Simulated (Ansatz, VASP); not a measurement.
# MgO in VASP and in Ansatz

File INCAR:

```
SYSTEM = MgO
PREC = Accurate
ENCUT = 520
EDIFF = 1E-7
ISMEAR = 0
SIGMA = 0.05
LREAL = .False.
LASPH = .True.
NELM = 80
ALGO = Normal
ISIF = 2
LWAVE = .False.
LCHARG = .False.
GGA = PE
NBANDS = 16
```

KPOINTS

```
regular mesh
0
Gamma
  9 9 6
  0 0 0
```

The input POSCAR:

```
MgO
1.0
    3.2379000000      0.0000000000      0.0000000000
   -1.6189500000      2.8041036549      0.0000000000
    0.0000000000      0.0000000000      5.3947000000
Mg O
2 2
Direct
    0.3333333333      0.6666666667      0.0063188013
    0.6666666667      0.3333333333      0.5063188013
    0.3333333333      0.6666666667      0.3982811987
    0.6666666667      0.3333333333      0.8982811987
```

Input for Ansatz:

```yaml
crystal:
  lattice:
    - [3.2379, 0.0, 0.0]
    - [-1.61895, 2.8041036549, 0.0]
    - [0.0, 0.0, 5.3947]
  atoms:
    - { symbol: Mg, position: [0.3333333333, 0.6666666667, 0.0063188013] }
    - { symbol: Mg, position: [0.6666666667, 0.3333333333, 0.5063188013] }
    - { symbol: O, position: [0.3333333333, 0.6666666667, 0.3982811987] }
    - { symbol: O, position: [0.6666666667, 0.3333333333, 0.8982811987] }
basis:
  ecutwfc: 520.0
kpoints:
  mp_grid: { grid: [9, 9, 6] }
hamiltonian:
  xc: pbe
  pseudopotentials: { kind: paw, azcp: { folder: soft_1 } }
scf:
  occupations: { method: gaussian, width: 0.05 }
output:
  forces: true
  stress: true
  eigenvalues: true
```

Alike in both runs: task single point; functional PBE; k mesh 9 × 9 × 6; occupations gaussian, width 0.05 eV; no spin polarisation.

|  | VASP | Ansatz |
| --- | --- | --- |
| version | VASP 6.6.1 | Ansatz 0.2.0 |
| potentials or method | VASP PAW PBE potentials, release 64 (Mg, O), cutoff 520 eV | scalar-relativistic, plane waves, PAW |
| valence electrons in the cell | 16 | 32 |

|  | VASP | Ansatz | Ansatz less VASP |
| --- | --- | --- | --- |
| gap on the k mesh at the Fermi level (eV) | 3.48 | 3.50 | +0.019 |
| least direct gap on the mesh (eV) | 3.48 | 3.50 | +0.019 |
| pressure (GPa) | 0.5 | 1.0 | +0.42 |
| traceless stress, the component that is largest in VASP (GPa) | -8.92 | -8.83 | +0.095 |
| rms of the force components (eV/Å) | 0.302 | 0.298 | -0.0043 |

Atom by atom the forces differ by 0.004 eV/Å (rms over components). With one functional, cell and mesh, what is left measures potentials, basis and numerics. VASP's potentials hold 16 valence electrons a cell and Ansatz's 32, so a difference there can come from the potentials and not from the codes.
